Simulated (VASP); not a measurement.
Set up this calculation in VASP 6.6.1, as the native input.

```
Task                   : single point
Functional             : PBE
Potentials or basis    : VASP PAW PBE potentials, release 64 (Ni)
Cutoff                 : 520 eV
k mesh                 : 24 × 24 × 24
Occupations            : gaussian, width 0.15 eV
Spin                   : collinear spin, ferromagnetic start
Starting moments       : [0.875] μB
Fixed moment           : 0.875 μB
Dipole correction      : no
Further INCAR settings : ALGO = Normal; EDIFF = 1e-06; NBANDS = 15
```

The structure of Ni lies in POSCAR:

```
Ni
1.0
    0.0000000000      1.7232110558      1.7232110558
    1.7232110558      0.0000000000      1.7232110558
    1.7232110558      1.7232110558      0.0000000000
Ni
1
Direct
    0.0000000000      0.0000000000      0.0000000000
```

The input as run:

INCAR

```
SYSTEM = Ni
ALGO = Normal
EDIFF = 1E-6
ENCUT = 520
GGA = PE
ISIF = 2
ISMEAR = 0
ISPIN = 2
LASPH = .True.
LCHARG = .False.
LMAXMIX = 4
LORBIT = 11
LREAL = .False.
LWAVE = .False.
MAGMOM = 0.875
NBANDS = 15
NELM = 150
NUPDOWN = 0.875
PREC = Accurate
SIGMA = 0.15
```

KPOINTS

```
k-points
0
Gamma
  24 24 24
  0 0 0
```

Potentials or basis: VASP PAW PBE potentials, release 64 (Ni).

Command:

```sh
$ cat potpaw_PBE.64/Ni/POTCAR > POTCAR
$ mpirun -np 1 vasp_std > vasp.out
```

Results of the run:

```
Pressure                                              : 16.6 GPa
Net moment                                            : 0.87 μB per cell
Site moments                                          : Ni +0.87 μB
Valence electrons inside the program's atomic spheres : Ni 9.42
```

Caveat: the cell stands under pressure; the total moment is fixed, so each spin has its own Fermi level.

Run time: 50 s on 1 thread of Intel(R) Xeon(R) 6975P-C (Granite Rapids), on a shared host, peak memory 0.2 GiB.
